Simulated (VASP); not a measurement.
SiO2:

```xyz
6
Lattice="-2.3740 2.3740 3.7440 2.3740 -2.3740 3.7440 2.3740 2.3740 -3.7440" Properties=species:S:1:pos:R:3 pbc="T T T"
Si    0.0000    0.0000    0.0000
Si    0.0000    2.3740    1.8720
O     1.1870    2.9599    2.8080
O     0.5858    1.1870    0.9360
O    -1.1870    1.7882    2.8080
O    -0.5858    3.5611    0.9360
```

Program: VASP 6.6.1. Alike in all runs: task single point; no spin polarisation; cell as given; k mesh 6 × 6 × 6; cutoff (eV) 520; smearing fermi-dirac 0.05 eV.

Order these runs on this cell by their pressure, lowest first.
A. level LDA; potentials or basis VASP PAW LDA potentials, release 64 (Si, O)
B. level BLYP; potentials or basis VASP PAW PBE potentials, release 64 (Si, O)
C. level PBEsol; potentials or basis VASP PAW PBE potentials, release 64 (Si, O)

A (-2.3 GPa), C (1.6 GPa), B (5.6 GPa).

Caveats: the PAW data sets were made with another functional, which shifts forces and pressure a little (at least some runs); the cell stands under pressure (at least some runs).
